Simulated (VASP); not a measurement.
Set up this calculation in VASP 6.6.1, as the native input.

| Item | Value |
| --- | --- |
| Task | single point |
| Functional | PBE |
| Potentials or basis | VASP PAW PBE potentials, release 64 (Ta_pv, N) |
| Cutoff | 520 eV |
| k mesh | 10 × 10 × 9 |
| Occupations | fermi-dirac, width 0.05 eV |
| Spin | no spin polarisation |
| Dipole correction | no |
| Further INCAR settings | ALGO = Normal; EDIFF = 1e-06; NBANDS = 15 |

The structure of TaN lies in POSCAR:

```
TaN
1.0
    2.8982935248      0.0000000000      0.0000000000
   -1.4491467574      2.5099958224      0.0000000000
    0.0000000000      0.0000000000      2.8440379442
Ta N
1 1
Direct
    0.3333333333      0.6666666667      0.5000000000
    0.0000000000      0.0000000000      0.0000000000
```

One way to write it, as run:

INCAR

```
PREC = Accurate
ENCUT = 520
EDIFF = 1E-6
ISMEAR = -1
SIGMA = 0.05
LREAL = False
LASPH = True
NELM = 60
ALGO = Normal
ISIF = 2
LWAVE = False
LCHARG = True
GGA = PE
LELF = True
LVHAR = True
NBANDS = 15
```

KPOINTS

```
Automatic mesh
0
Gamma
  10 10 9
```

Potentials or basis: VASP PAW PBE potentials, release 64 (Ta_pv, N).

Command:

```bash
$ cat potpaw_PBE.64/Ta_pv/POTCAR potpaw_PBE.64/N/POTCAR > POTCAR
$ mpirun -np 1 vasp_std > vasp.out
```

Results of the run:

```json
{"Pressure": "21.5 GPa", "Band gap on the k mesh": "zero (band 8 reaches 8.92 eV, above the bottom of band 9 at 8.62 eV)"}
```

Caveat: spin-orbit coupling is left out, which moves the levels of the heavy elements.

It took 25 s on 1 thread of Intel(R) Xeon(R) Platinum 8259CL CPU @ 2.50GHz (Skylake/Cascade Lake) (shared host), peak memory 0.15 GiB.
